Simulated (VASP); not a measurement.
# Ge (Fd-3m) in VASP: notebook, part 2 of 2

VASP 6.6.1. Earlier steps stand in the parts before.

### Step 3. Single point, PBE (volume scaled by 0.96, then relaxed in part)

The input, INCAR:

```
PREC = Accurate ; ENCUT = 520
EDIFF = 1E-6 ; ISMEAR = -1
SIGMA = 0.05 ; LREAL = F
LASPH = T ; NELM = 60
ALGO = Normal ; ISIF = 2
LWAVE = F ; LCHARG = F
GGA = PE ; NBANDS = 21
```

The input, KPOINTS:

```
Automatic mesh
0
Gamma
  14 14 14
```

The input, POSCAR:

```
Ge
1.0
    0.0000000000      2.7904449757      2.7904449757
    2.7904449757      0.0000000000      2.7904449757
    2.7904449757      2.7904449757      0.0000000000
Ge
2
Direct
    0.0000000000      0.0000000000      0.0000000000
    0.2500000000      0.2500000000      0.2500000000
```

Potentials or basis: VASP PAW PBE potentials, release 64 (Ge_d).

Command:

```sh
$ cat potpaw_PBE.64/Ge_d/POTCAR > POTCAR
$ mpirun -np 1 vasp_std > vasp.out
```

OUTCAR:

```text
PREC = Accurate
   ENCUT = 520
   EDIFF = 1E-6
   ISMEAR = -1
   LREAL = F
   LASPH = T
   NELM = 60
   ISIF = 2
   GGA = PE

 ion  position               nearest neighbor table
   1  0.000  0.000  0.000-   2 2.42   2 2.42   2 2.42   2 2.42
   2  0.250  0.250  0.250-   1 2.42   1 2.42   1 2.42   1 2.42

  LATTYP: Found a face centered cubic cell.
 ALAT       =     5.5808899514

  Lattice vectors:

 A1 = (   0.0000000000,   2.7904449757,   2.7904449757)
 A2 = (   2.7904449757,   0.0000000000,   2.7904449757)
 A3 = (   2.7904449757,   2.7904449757,   0.0000000000)

Analysis of symmetry for initial positions (statically):
=====================================================================
 Subroutine PRICEL returns:
 Original cell was already a primitive cell.

 Routine SETGRP: Setting up the symmetry group for a
 face centered cubic supercell.

 Subroutine GETGRP returns: Found 48 space group operations
 (whereof 24 operations were pure point group operations)
 out of a pool of 48 trial point group operations.

The static configuration has the point symmetry T_d .
 The point group associated with its full space group is O_h .

Analysis of symmetry for dynamics (positions and initial velocities):
=====================================================================
 Subroutine PRICEL returns:
 Original cell was already a primitive cell.

 Routine SETGRP: Setting up the symmetry group for a
 face centered cubic supercell.

 Subroutine GETGRP returns: Found 48 space group operations
 (whereof 24 operations were pure point group operations)
 out of a pool of 48 trial point group operations.

The dynamic configuration has the point symmetry T_d .
 The point group associated with its full space group is O_h .

 Subroutine INISYM returns: Found 48 space group operations
 (whereof 24 operations are pure point group operations),
[... 109 lines left out ...]
   EMIN   =  10.00;   EMAX   =-10.00  energy-range for DOS
   EFERMI =   0.00;   METHOD = LEGACY
   ISMEAR =    -1;   SIGMA  =   0.05  broadening in eV -4-tet -1-fermi 0-gaus
   EFERMI_NEDOS =   21; number of points for ismear=-14 and -15
   IALGO  =     38    algorithm
   IMIX   =      4    mixing-type and parameters
     AMIX     =   0.40;   BMIX     =  1.00
     AMIX_MAG =   1.60;   BMIX_MAG =  1.00
  volume/ion in A,a.u.               =      21.73       146.63
  Fermi-wavevector in a.u.,A,eV,Ry     =   1.413983  2.672040 27.202762  1.999347
  Thomas-Fermi vector in A             =   2.535572
   LORBIT       =      0    0 simple, 1 ext, 2 COOP (PROOUT), +10 PAW based schemes
   GGA     = PE    functional components
   LHFCALC =     F    Hartree Fock is set to
   AEXX    =    0.0000 exact exchange contribution
   IVDW    =     0    specifies the selected vdW correction
   LEPSILON=     F    determine dielectric tensor
   LRPA    =     F    only Hartree local field effects (RPA)
 non-spin polarized calculation
  energy-cutoff  :      520.00
  volume of cell :       43.46
 maximum number of plane-waves:      1211
 NGX is ok and might be reduce to    30
   NGX = 15   NGY = 15   NGZ = 15

 number of electron      28.0000021 magnetization

 Free energy of the ion-electron system (eV)
  ---------------------------------------------------
  ext. energy  EPLUGINS =         0.00000000
  ---------------------------------------------------
  free energy    TOTEN  =        -8.94967822 eV

  energy without entropy =       -8.94957920  energy(sigma->0) =       -8.94962871

 E-fermi :   5.5473     XC(G=0): -10.1216

 val. band max:        5.4016545228   @ k =   0.0000   0.0000   0.0000
 cond. band min:       5.7152046977   @ k =   0.5000   0.0000   0.0000
 fundamental gap:      0.3135501749
 Fermi energy:         5.5473137210

 k-point     1 :       0.0000    0.0000    0.0000
  band No.  band energies     occupation
      1     -19.4768      2.00000
      2     -19.4768      2.00000
      3     -19.4768      2.00000
      4     -19.4372      2.00000
      5     -19.4372      2.00000
      6     -19.2035      2.00000
[... 565 lines left out ...]
     20      14.8875      0.00000
     21      15.3136      0.00000

 [... further k-points ...]

------------------------ aborting loop because EDIFF is reached ----------------------------------------

  FORCE on cell =-STRESS in cart. coord.  units (eV):
  Direction    XX          YY          ZZ          XY          YZ          ZX
  --------------------------------------------------------------------------------------
  -------------------------------------------------------------------------------------
  Total        1.8977785      1.8977785      1.8977785      0.0000000      0.0000000      0.0000000
  in kB       69.9690095     69.9690095     69.9690095      0.0000000      0.0000000      0.0000000
  external PRESSURE =      69.9690095 kB  Pullay stress =       0.0000000 kB

 VOLUME and BASIS-vectors are now :
 -----------------------------------------------------------------------------
  energy-cutoff  :      520.00
  volume of cell :       43.46
      direct lattice vectors                 reciprocal lattice vectors
     0.000000000  2.790444976  2.790444976    -0.179182892  0.179182892  0.179182892
     2.790444976  0.000000000  2.790444976     0.179182892 -0.179182892  0.179182892
     2.790444976  2.790444976  0.000000000     0.179182892  0.179182892 -0.179182892

 POSITION                                       TOTAL-FORCE (eV/Angst)
 -----------------------------------------------------------------------------------
      0.00000      0.00000      0.00000         0.000000      0.000000      0.000000
      1.39522      1.39522      1.39522        -0.000000     -0.000000     -0.000000
 -----------------------------------------------------------------------------------
    total drift:                                0.000000     -0.000000      0.000000

  FREE ENERGIE OF THE ION-ELECTRON SYSTEM (eV)
  ---------------------------------------------------
  free  energy   TOTEN  =        -8.9496782246 eV

  energy  without entropy=       -8.9495791980  energy(sigma->0) =       -8.94962871
```

Wall time 3.3 min (1 thread of AMD EPYC 7R13, shared host); peak memory 0.18 GiB.

Results:

| Item | Value |
| --- | --- |
| Free energy | -8.9497 eV |
| Pressure | 7.0 GPa |
| Band gap on the k mesh | 0.31 eV, indirect (least direct gap 0.42 eV) |

Levels at points of the mesh, in eV from the valence-band top:
```
           k point  band 11  band 12  band 13  band 14  band 15  band 16  band 17  band 18
(0.00, 0.00, 0.00)   -13.09     0.00     0.00     0.00     0.42     2.57     2.57     2.57
(0.50, 0.00, 0.00)   -10.90    -7.80    -1.47    -1.47     0.31     3.77     3.77     7.15
(0.50, 0.50, 0.00)    -9.05    -9.05    -3.22    -3.22     0.70     0.70     9.86     9.86
```

### Step 4. Single point, PBE (volume scaled by 0.98, then relaxed in part)

The input, INCAR:

```
SYSTEM = Ge
PREC     = Accurate       ! precision mode
ENCUT    = 520            ! plane-wave cutoff, eV
EDIFF    = 1E-7           ! SCF threshold, eV
ISMEAR   = -1             ! smearing method
SIGMA    = 0.05           ! smearing width, eV
LREAL    = .FALSE.        ! projectors in reciprocal space
LASPH    = .TRUE.         ! aspherical terms in the spheres
NELM     = 80             ! most SCF steps
ALGO     = Normal         ! electronic algorithm
ISIF     = 2              ! what is computed and relaxed
LWAVE    = .FALSE.        ! write WAVECAR
LCHARG   = .FALSE.        ! write CHGCAR
GGA      = PE             ! functional
NBANDS   = 21             ! bands
```

The input, KPOINTS:

```
regular mesh
0
G
  14 14 14
  0 0 0
```

The input, POSCAR:

```
Ge
1.0
    0.0000000000      2.8096900320      2.8096900320
    2.8096900320      0.0000000000      2.8096900320
    2.8096900320      2.8096900320      0.0000000000
Ge
2
Direct
    0.0000000000      0.0000000000      0.0000000000
    0.2500000000      0.2500000000      0.2500000000
```

Command:

```sh
$ cat potpaw_PBE.64/Ge_d/POTCAR > POTCAR
$ mpirun -np 1 vasp_std > vasp.out
```

It took 3.4 min on 1 thread of AMD EPYC 7R13, shared host; peak memory 0.19 GiB.

It converged, with:

| Quantity | Value |
| --- | --- |
| Free energy | -8.9844 eV |
| Pressure | 5.2 GPa |
| Band gap on the k mesh | 0.22 eV, direct |

Levels at points of the mesh, in eV from the valence-band top:
```tsv
k point	band 12	band 13	band 14	band 15	band 16	band 17
(0.00, 0.00, 0.00)	0.00	0.00	0.00	0.22	2.56	2.56
(0.50, 0.00, 0.00)	-7.69	-1.44	-1.44	0.25	3.76	3.76
(0.50, 0.50, 0.00)	-8.96	-3.15	-3.15	0.73	0.73	9.69
```

### Step 5. The runs side by side

```tsv
cell	gap on the mesh (eV)	pressure (GPa)
a = 3.919 Å, angles 60.0°, 2 atoms	0.38	9.0
a = 3.946 Å, angles 60.0°, 2 atoms	0.31	7.0
a = 3.974 Å, angles 60.0°, 2 atoms	0.22	5.2
```

Alike in all rows: task single point; level PBE; potentials or basis VASP PAW PBE potentials, release 64 (Ge_d); no spin polarisation; k mesh 14 × 14 × 14; cutoff (eV) 520; smearing fermi-dirac 0.05 eV.

Total energies depend on the potentials used, so only differences within one code and one set of settings carry meaning.
